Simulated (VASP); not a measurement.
## In: relaxation of cell and atoms with PBEsol

The system is In.

```
In
1.0
    -1.62547    1.62547    2.47370
     1.62547   -1.62547    2.47370
     1.62547    1.62547   -2.47370
In
1
Cartesian
  0.0000 0.0000 0.0000
```

* Program: VASP 6.6.1
* Task: relaxation of cell and atoms
* Functional: PBEsol
* Potentials or basis: VASP PAW PBE potentials, release 64 (In_d)
* Cutoff: 600 eV
* k mesh: 16 × 16 × 16
* Occupations: fermi-dirac, width 0.05 eV
* Spin: no spin polarisation
* Dipole correction: no
* Further INCAR settings: ALGO = Normal; EDIFF = 1e-07; IBRION = 2; EDIFFG = -0.002; NSW = 100; ISIF = 3

```json
{
 "Relaxed volume": "25.56 Å³/atom",
 "Relaxed cell": "a = 3.375 Å, b = 3.375 Å, c = 3.375 Å, α = 123.58°, β = 123.58°, γ = 83.91°",
 "Space group after relaxing (to 0.05 Å)": "I4/mmm (No. 139)",
 "Energy gained by relaxing": "2.9 meV/atom",
 "Ionic steps": "11",
 "Pressure after relaxing": "0.0 GPa"
}
```

The path:
```
step  energy change (eV)  largest force (eV/Å)  pressure (GPa)  volume (Å³)
   1              0.0000                0.0000           -0.99        26.14
   2             -0.0019                0.0000            0.03        25.54
   3             -0.0019                0.0000            0.01        25.54
   4             -0.0020                0.0000            0.01        25.54
   5             -0.0021                0.0000            0.01        25.54
   6             -0.0024                0.0000            0.02        25.54
   7             -0.0029                0.0000            0.04        25.54
   8             -0.0029                0.0000            0.04        25.54
   9             -0.0029                0.0000            0.04        25.54
  10             -0.0029                0.0000           -0.12        25.63
  11             -0.0029                0.0000            0.00        25.56
```

Final structure:
```
CELL_PARAMETERS angstrom
-1.59554 1.59554 2.51000
1.59554 -1.59554 2.51000
1.59554 1.59554 -2.51000
ATOMIC_POSITIONS crystal
In 0.00000 0.00000 0.00000
```

Levels at points of the mesh, in eV from the Fermi level:
| k point | band 4 | band 5 | band 6 | band 7 | band 8 | band 9 |
| --- | --- | --- | --- | --- | --- | --- |
| (0.00, 0.00, 0.00) | -14.47 | -14.30 | -9.72 | 10.74 | 10.74 | 10.97 |
| (0.50, 0.00, 0.00) | -14.24 | -14.18 | -4.31 | -3.47 | 7.20 | 9.68 |
| (0.50, 0.50, 0.00) | -14.23 | -14.09 | -1.90 | -1.39 | 3.35 | 3.98 |
| (0.50, 0.50, 0.50) | -14.19 | -14.19 | -3.29 | -2.95 | 5.11 | 5.11 |

Run time: 7.6 min on 1 thread of Intel Xeon 6975P-C (shared host), peak memory 0.27 GiB.

Caveat: the PAW data sets were made with another functional, which shifts forces and pressure a little; spin-orbit coupling is left out, which moves the levels of the heavy elements.
